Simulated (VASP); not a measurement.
Write the native input for VASP 6.6.1 that does the following.

| Item | Value |
| --- | --- |
| Task | relaxation of cell and atoms |
| Functional | PBE |
| Potentials or basis | VASP PAW PBE potentials, release 64 (Na_pv) |
| Cutoff | 600 eV |
| k mesh | 7 × 7 × 7 |
| Occupations | fermi-dirac, width 0.1 eV |
| Spin | no spin polarisation |
| Dipole correction | no |
| Further INCAR settings | ALGO = Normal; EDIFF = 1e-07; IBRION = 2; EDIFFG = -0.02; NSW = 80; ISIF = 3 |

The structure of Na lies in POSCAR:

```
Na
1.0
   -2.1410000000      2.1410000000      2.1410000000
    2.1410000000     -2.1410000000      2.1410000000
    2.1410000000      2.1410000000     -2.1410000000
Na
1
Direct
    0.0000000000      0.0000000000      0.0000000000
```

These files were run (other wordings do the same):

INCAR

```
PREC     = Accurate       # precision mode
ENCUT    = 600            # plane-wave cutoff, eV
EDIFF    = 1E-7           # SCF threshold, eV
ISMEAR   = -1             # smearing method
SIGMA    = 0.1            # smearing width, eV
LREAL    = False          # projectors in reciprocal space
LASPH    = True           # aspherical terms in the spheres
NELM     = 80             # most SCF steps
ALGO     = Normal         # electronic algorithm
ISIF     = 3              # what is computed and relaxed
LWAVE    = False          # write WAVECAR
LCHARG   = False          # write CHGCAR
GGA      = PE             # functional
IBRION   = 2              # ionic algorithm
NSW      = 80             # ionic steps
EDIFFG   = -0.02          # ionic threshold
```

KPOINTS

```
Automatic mesh
0
Gamma
  7 7 7
```

Potentials or basis: VASP PAW PBE potentials, release 64 (Na_pv).

The run is started by

```bash
$ cat potpaw_PBE.64/Na_pv/POTCAR > POTCAR
$ mpirun -np 1 vasp_std > vasp.out
```

It gave:

```yaml
Relaxed_volume: 37.03 Å³/atom
Relaxed_cell: a = 3.637 Å, b = 3.637 Å, c = 3.637 Å, α = 109.47°, β = 109.47°, γ = 109.47°
Space_group_after_relaxing_to_0.1_Å: Im-3m (No. 229)
Energy_gained_by_relaxing: 3.0 meV/atom
Ionic_steps: 3
Pressure_after_relaxing: 0.0 GPa
Band_gap_on_the_k_mesh: zero (an odd number of electrons rules out a gap without spin polarisation)
```

It took 8.2 s on 1 thread of Intel(R) Xeon(R) Platinum 8488C (Sapphire Rapids), with other jobs on the host, peak memory 0.15 GiB.
